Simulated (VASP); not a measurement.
Input of a VASP 6.6.1 run:

File POSCAR:

```
TlBr
1.0
    3.2608986570      0.0000000000      0.0000000000
    0.0000000000      3.2608986570      0.0000000000
    0.0000000000      0.0000000000      3.2608986570
Tl Br
1 1
Direct
    0.0000000000      0.0000000000      0.0000000000
    0.5000000000      0.5000000000      0.5000000000
```

File INCAR.step1:

```
SYSTEM = TlBr
ALGO = Normal ; EDIFF = 1E-5
ENCUT = 440 ; GGA = PE
GGA_COMPAT = .FALSE. ; ISMEAR = -1
LASPH = .TRUE. ; LCHARG = .FALSE.
LREAL = .FALSE. ; LWAVE = .TRUE.
NBANDS = 17 ; NELM = 120
PREC = Accurate ; SIGMA = 0.03
```

Contents of INCAR.step2:

```
SYSTEM = TlBr
ALGO = Normal ; EDIFF = 1E-8
ENCUT = 440 ; GGA_COMPAT = .FALSE.
ISIF = 2 ; ISMEAR = -1
ISTART = 1 ; LASPH = .TRUE.
LCHARG = .FALSE. ; LEFG = .TRUE.
LMIXTAU = .TRUE. ; LREAL = .FALSE.
LWAVE = .FALSE. ; METAGGA = R2SCAN
NBANDS = 17 ; NELM = 120
PREC = Accurate ; SIGMA = 0.03
```

Contents of KPOINTS:

```
k-points
0
G
  7 7 7
  0 0 0
```

Potentials or basis: VASP PAW PBE potentials, release 64 (Tl_d, Br).

Command:

```bash
$ cat potpaw_PBE.64/Tl_d/POTCAR potpaw_PBE.64/Br/POTCAR > POTCAR
$ cp INCAR.step1 INCAR
$ mpirun -np 1 vasp_std > vasp.out
$ cp INCAR.step2 INCAR
$ mpirun -np 1 vasp_std > vasp.out
```

**Question.** Estimate the pressure.

**Answer.** 66.1 GPa.

**Question.** What does it give for the band gap on the k mesh?

**Answer.** Zero (bands 10 and 11 overlap by 0.42 eV).

Caveat: the cell stands under pressure; the PAW data sets were made with another functional, which shifts forces and pressure a little; spin-orbit coupling is left out, which moves the levels of the heavy elements.
